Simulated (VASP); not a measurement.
# RuCO3 (R-3c) in VASP: single point with PBEsol

Aim: the single point of RuCO3 with PBEsol.

Program: VASP 6.6.1. These are calculated values, not measurements. Logs are shortened: lines on timing, memory, paths and dates and some standing lists are left out, and cuts for length are marked.

**1. The cell of the first run**

It takes space group R-3c (No. 167, trigonal). The conventional cell has a = 4.551 Å, b = 4.551 Å, c = 14.750 Å, α = 90.00°, β = 90.00°, γ = 120.00°. Ru (site symmetry -3) has 6 O at 2.06 Å within 2.7 Å. Within 1.7 Å of C (site symmetry 32) lie 3 O at 1.27 Å. Within 1.7 Å of O (site symmetry 2) lie 1 C at 1.27 Å.

**2. Single point, PBEsol**

Contents of POSCAR:

```
RuCO3
1.0
    4.5507427000      0.0000000000      0.0000000000
   -2.2753713500      3.9410596400      0.0000000000
   -2.2753713500      1.3136832200      4.9166638400
Ru C O
2 2 6
Direct
    0.0000000000      0.0000000000      0.0000000000
    0.5000000000      0.5000000000      0.5000000000
    0.2500000000      0.7500000000      0.7500000000
    0.7500000000      0.2500000000      0.2500000000
    0.5290000000      0.7500000000      0.7500000000
    0.2500000000      0.0290000000      0.7500000000
    0.9710000000      0.4710000000      0.7500000000
    0.4710000000      0.2500000000      0.2500000000
    0.7500000000      0.9710000000      0.2500000000
    0.0290000000      0.5290000000      0.2500000000
```

Contents of INCAR.step1:

```
PREC     = Accurate       # precision mode
ENCUT    = 520            # plane-wave cutoff, eV
EDIFF    = 1E-6           # SCF threshold, eV
ISMEAR   = -1             # smearing method
SIGMA    = 0.1            # smearing width, eV
LREAL    = False          # projectors in reciprocal space
LASPH    = True           # aspherical terms in the spheres
NELM     = 100            # most SCF steps
ALGO     = Normal         # electronic algorithm
ISIF     = 2              # what is computed and relaxed
LWAVE    = False          # write WAVECAR
LCHARG   = True           # write CHGCAR
LMAXMIX  = 4              # l up to which the mixer works
GGA      = PS             # functional
NBANDS   = 47             # bands
```

Contents of KPOINTS.step1:

```
regular mesh
0
Gamma
  7 7 7
```

Contents of INCAR.step2:

```
PREC     = Accurate       # precision mode
ENCUT    = 520            # plane-wave cutoff, eV
EDIFF    = 1E-6           # SCF threshold, eV
ISMEAR   = -5             # smearing method
SIGMA    = 0.1            # smearing width, eV
LREAL    = False          # projectors in reciprocal space
LASPH    = True           # aspherical terms in the spheres
NELM     = 100            # most SCF steps
ALGO     = Normal         # electronic algorithm
ISIF     = 2              # what is computed and relaxed
LWAVE    = False          # write WAVECAR
LCHARG   = False          # write CHGCAR
LMAXMIX  = 4              # l up to which the mixer works
GGA      = PS             # functional
LORBIT   = 11             # projections on sites
NEDOS    = 2001           # points of the DOS
ICHARG   = 11             # starting density
```

Contents of KPOINTS.step2:

```
regular mesh
0
Gamma
  11 11 11
```

Potentials or basis: VASP PAW PBE potentials, release 64 (Ru_pv, C, O).

Run with:

```sh
cat potpaw_PBE.64/Ru_pv/POTCAR potpaw_PBE.64/C/POTCAR potpaw_PBE.64/O/POTCAR > POTCAR
cp INCAR.step1 INCAR
cp KPOINTS.step1 KPOINTS
mpirun -np 1 vasp_std > vasp.out
cp INCAR.step2 INCAR
cp KPOINTS.step2 KPOINTS
mpirun -np 1 vasp_std > vasp.out
```

OUTCAR:

```text
PREC = Accurate
   ENCUT = 520
   EDIFF = 1E-6
   ISMEAR = -5
   LREAL = False
   LASPH = True
   NELM = 100
   ISIF = 2
   GGA = PS
   LORBIT = 11
   ICHARG = 11

 ion  position               nearest neighbor table
   1  0.000  0.000  0.000-   5 2.06   8 2.06   6 2.06   9 2.06   7 2.06  10 2.06
   2  0.500  0.500  0.500-   5 2.06   8 2.06   7 2.06  10 2.06   9 2.06   6 2.06
   3  0.250  0.750  0.750-   5 1.27   6 1.27   7 1.27
   4  0.750  0.250  0.250-   8 1.27   9 1.27  10 1.27
   5  0.529  0.750  0.750-   3 1.27   1 2.06   2 2.06
   6  0.250  0.029  0.750-   3 1.27   1 2.06   2 2.06
   7  0.971  0.471  0.750-   3 1.27   2 2.06   1 2.06
   8  0.471  0.250  0.250-   4 1.27   1 2.06   2 2.06
   9  0.750  0.971  0.250-   4 1.27   1 2.06   2 2.06
  10  0.029  0.529  0.250-   4 1.27   2 2.06   1 2.06

  LATTYP: Found a trigonal (rhomboedric) cell.
 ALAT       =     5.5746445356
 COS(alpha) =     0.6668036721

  Lattice vectors:

 A1 = (   2.2753713500,   1.3136832200,   4.9166638400)
 A2 = (  -2.2753713500,   1.3136832200,   4.9166638400)
 A3 = (   0.0000000000,  -2.6273764200,   4.9166638400)

Analysis of symmetry for initial positions (statically):
=====================================================================
 Subroutine PRICEL returns:
 Original cell was already a primitive cell.

 Routine SETGRP: Setting up the symmetry group for a
 trigonal (rhombohedral) supercell.

 Subroutine GETGRP returns: Found 12 space group operations
 (whereof  6 operations were pure point group operations)
 out of a pool of 12 trial point group operations.

The static configuration has the point symmetry S_6 .
 The point group associated with its full space group is D_3d.

Analysis of symmetry for dynamics (positions and initial velocities):
=====================================================================
 Subroutine PRICEL returns:
 Original cell was already a primitive cell.

 Routine SETGRP: Setting up the symmetry group for a
 trigonal (rhombohedral) supercell.

 Subroutine GETGRP returns: Found 12 space group operations
 (whereof  6 operations were pure point group operations)
 out of a pool of 12 trial point group operations.

The dynamic configuration has the point symmetry S_6 .
 The point group associated with its full space group is D_3d.

 Subroutine INISYM returns: Found 12 space group operations
 (whereof  6 operations are pure point group operations),
 and found     1 'primitive' translations

----------------------------------------------------------------------------------------

                                     Primitive cell

  volume of cell :      88.1791

  direct lattice vectors                    reciprocal lattice vectors
     4.550742700  0.000000000  0.000000000     0.219744351  0.126869433  0.067796735
    -2.275371350  3.941059640  0.000000000     0.000000000  0.253738865 -0.067796477
    -2.275371350  1.313683220  4.916663840     0.000000000  0.000000000  0.203389947

  length of vectors
     4.550742700  4.550743441  5.574644536     0.262640115  0.262640008  0.203389947

  position of ions in fractional coordinates (direct lattice)
     0.000000000  0.000000000  0.000000000
     0.500000000  0.500000000  0.500000000
     0.250000000  0.750000000  0.750000000
     0.750000000  0.250000000  0.250000000
     0.529000000  0.750000000  0.750000000
     0.250000000  0.029000000  0.750000000
     0.971000000  0.471000000  0.750000000
     0.471000000  0.250000000  0.250000000
     0.750000000  0.971000000  0.250000000
     0.029000000  0.529000000  0.250000000

  ion indices of the primitive-cell ions
   primitive index   ion index
                 1           1
                 2           2
                 3           3
                 4           4
                 5           5
                 6           6
                 7           7
                 8           8
                 9           9
                10          10

----------------------------------------------------------------------------------------

 KPOINTS: regular mesh

Automatic generation of k-mesh.
 Grid dimensions read from file:
 generate k-points for:   11   11   11

 Generating k-lattice:

  Cartesian coordinates                     Fractional coordinates (reciprocal lattice)
     0.019976759  0.011533585  0.006163340     0.090909091  0.000000000  0.000000000
     0.000000000  0.023067170 -0.006163316     0.000000000  0.090909091  0.000000000
     0.000000000  0.000000000  0.018489995     0.000000000  0.000000000  0.090909091

  Length of vectors
     0.023876374  0.023876364  0.018489995

  Shift w.r.t. Gamma in fractional coordinates (k-lattice)
     0.000000000  0.000000000  0.000000000

 TETIRR: Found    671 inequivalent tetrahedra from     7986

 Subroutine IBZKPT returns following result:
 ===========================================

 Found    146 irreducible k-points:

 Following reciprocal coordinates:
            Coordinates               Weight
  0.000000  0.000000  0.000000      1.000000
  0.090909  0.000000 -0.000000      6.000000
  0.181818  0.000000  0.000000      6.000000
  0.272727  0.000000  0.000000      6.000000
  0.363636  0.000000  0.000000      6.000000
  0.454545  0.000000  0.000000      6.000000
[... 16 lines left out ...]
 -0.272727  0.181818  0.000000     12.000000
 -0.181818  0.181818 -0.000000      6.000000
 [... further k-points ...]
   k-points           NKPTS =    146   k-points in BZ     NKDIM =    146   number of bands    NBANDS=     43
   number of dos      NEDOS =   2001   number of ions     NIONS =     10
   total plane-waves  NPLWV =  54432
   dimension x,y,z NGX =    36 NGY =   36 NGZ =   42
   dimension x,y,z NGXF=    72 NGYF=   72 NGZF=   84
   ions per type =               2   2   6
   NGX,Y,Z   is equivalent  to a cutoff of  13.15, 13.15, 12.53 a.u.
   NGXF,Y,Z  is equivalent  to a cutoff of  26.30, 26.30, 25.05 a.u.
 SYSTEM =  unknown system
   PREC   = accura    normal or accurate (medium, high low for compatibility)
   ISTART =      0    job   : 0-new  1-cont  2-samecut
   ICHARG =     11    charge: 1-file 2-atom 10-const
   ISPIN  =      1    spin polarized calculation?
   LNONCOLLINEAR =      F non collinear calculations
   LSORBIT =      F    spin-orbit coupling
   LASPH  =      T    aspherical Exc in radial PAW
   ENCUT  =  520.0 eV  38.22 Ry    6.18 a.u.   8.46  8.46 10.37*2*pi/ulx,y,z
   NELM   =    100;   NELMIN=  2; NELMDL=  0     # of ELM steps
   EDIFF  = 0.1E-05   stopping-criterion for ELM
   LREAL  =      F    real-space projection
[... 7 lines left out ...]
   TEBEG  =    0.0;   TEEND  =   0.0 temperature during run
   PSTRESS=    0.0 pullay stress
   NELECT =      72.0000    total number of electrons
   NUPDOWN=      -1.0000    fix difference up-down
   EMIN   =  10.00;   EMAX   =-10.00  energy-range for DOS
   EFERMI =   0.00;   METHOD = LEGACY
   ISMEAR =    -5;   SIGMA  =   0.10  broadening in eV -4-tet -1-fermi 0-gaus
   EFERMI_NEDOS =   21; number of points for ismear=-14 and -15
   IALGO  =     38    algorithm
   IMIX   =      4    mixing-type and parameters
     AMIX     =   0.40;   BMIX     =  1.00
     AMIX_MAG =   1.60;   BMIX_MAG =  1.00
  volume/ion in A,a.u.               =       8.82        59.51
  Fermi-wavevector in a.u.,A,eV,Ry     =   1.530137  2.891540 31.855594  2.341320
  Thomas-Fermi vector in A             =   2.637662
   LORBIT       =     11    0 simple, 1 ext, 2 COOP (PROOUT), +10 PAW based schemes
   GGA     = PS    functional components
   LHFCALC =     F    Hartree Fock is set to
   AEXX    =    0.0000 exact exchange contribution
   IVDW    =     0    specifies the selected vdW correction
   LEPSILON=     F    determine dielectric tensor
   LRPA    =     F    only Hartree local field effects (RPA)
 non-spin polarized calculation
 Fermi weights with tetrahedron method with Bloechl corrections
  energy-cutoff  :      520.00
  volume of cell :       88.18
 maximum number of plane-waves:      2406
 NGX is ok and might be reduce to    36

 number of electron      71.9999989 magnetization

 Free energy of the ion-electron system (eV)
  ---------------------------------------------------
  ext. energy  EPLUGINS =         0.00000000
  ---------------------------------------------------
  free energy    TOTEN  =       -79.41116065 eV

  energy without entropy =      -79.41116065  energy(sigma->0) =      -79.41116065

 E-fermi :   7.9009     XC(G=0): -12.4081

 val. band max:        7.8982630129   @ k =   0.1818   0.3636   0.1818
 cond. band min:       8.9588011897   @ k =  -0.2727   0.0000   0.0909
 fundamental gap:      1.0605381769
 Fermi energy:         7.9008894911

 k-point     1 :       0.0000    0.0000    0.0000
  band No.  band energies     occupation
      1     -34.6003      2.00000
      2     -34.5426      2.00000
      3     -34.4917      2.00000
      4     -34.4917      2.00000
      5     -34.4637      2.00000
      6     -34.4637      2.00000
[... 35 lines left out ...]
     42      11.4285      0.00000
     43      11.4410      0.00000
[... 1017 lines left out ...]
      3     -34.4936      2.00000
      4     -34.4853      2.00000
      5     -34.4711      2.00000
      6     -34.4626      2.00000
[... 35 lines left out ...]
     42      11.5643      0.00000
     43      12.1583      0.00000

 [... further k-points ...]

------------------------ aborting loop because EDIFF is reached ----------------------------------------

  FORCE on cell =-STRESS in cart. coord.  units (eV):
  Direction    XX          YY          ZZ          XY          YZ          ZX
  --------------------------------------------------------------------------------------
  -------------------------------------------------------------------------------------
  Total       11.4088006     11.4088056      0.4886629      0.0000000     -0.0000003     -0.0000000
  in kB      207.2930627    207.2931527      8.8787979      0.0000000     -0.0000060     -0.0000000
  external PRESSURE =     141.1550045 kB  Pullay stress =       0.0000000 kB

 VOLUME and BASIS-vectors are now :
 -----------------------------------------------------------------------------
  energy-cutoff  :      520.00
  volume of cell :       88.18
      direct lattice vectors                 reciprocal lattice vectors
     4.550742700  0.000000000  0.000000000     0.219744351  0.126869433  0.067796735
    -2.275371350  3.941059640  0.000000000     0.000000000  0.253738865 -0.067796477
    -2.275371350  1.313683220  4.916663840     0.000000000  0.000000000  0.203389947

 POSITION                                       TOTAL-FORCE (eV/Angst)
 -----------------------------------------------------------------------------------
      0.00000      0.00000      0.00000        -0.000000      0.000000      0.000000
      0.00000      2.62737      2.45833         0.000000      0.000000      0.000000
     -2.27537      3.94106      3.68750        -0.000000      0.000000     -0.000000
      2.27537      1.31369      1.22917         0.000000      0.000000     -0.000000
     -1.00571      3.94106      3.68750         1.681347      0.000000     -0.000000
     -0.63483      1.09955      3.68750        -0.840673      1.456089     -0.000000
      1.64054      2.84150      3.68750        -0.840673     -1.456089     -0.000000
      1.00571      1.31369      1.22917        -1.681347      0.000000      0.000000
      0.63483      4.15519      1.22917         0.840673     -1.456089      0.000000
     -1.64054      2.41324      1.22917         0.840673      1.456089      0.000000
 -----------------------------------------------------------------------------------
    total drift:                                0.000000      0.000000      0.000000

  FREE ENERGIE OF THE ION-ELECTRON SYSTEM (eV)
  ---------------------------------------------------
  free  energy   TOTEN  =       -79.4111606516 eV

  energy  without entropy=      -79.4111606516  energy(sigma->0) =      -79.41116065

 total charge

# of ion       s       p       d       tot
------------------------------------------
    1        0.250   6.229   6.110  12.589
    2        0.250   6.229   6.110  12.589
    3        0.861   1.797   0.000   2.658
    4        0.861   1.797   0.000   2.658
    5        1.552   3.617   0.000   5.169
    6        1.552   3.617   0.000   5.169
    7        1.552   3.617   0.000   5.169
    8        1.552   3.617   0.000   5.169
    9        1.552   3.617   0.000   5.169
   10        1.552   3.617   0.000   5.169
--------------------------------------------------
tot         11.533  37.756  12.220  61.509
```

It took 8.8 min on 1 thread of Intel Xeon Platinum 8259CL at 2.50GHz (Skylake/Cascade Lake), shared host; peak memory 0.53 GiB.

Results:

```yaml
Valence_electrons_inside_the_program's_atomic_spheres: Ru 12.59; C 2.66; O 5.17
```

Levels at points of the mesh, in eV from the valence-band top:
```
           k point  band 33  band 34  band 35  band 36  band 37  band 38  band 39  band 40
(0.00, 0.00, 0.00)    -0.82    -0.50    -0.50    -0.18     1.80     1.80     1.98     3.11
```

Caveat: the PAW data sets were made with another functional, which shifts forces and pressure a little.
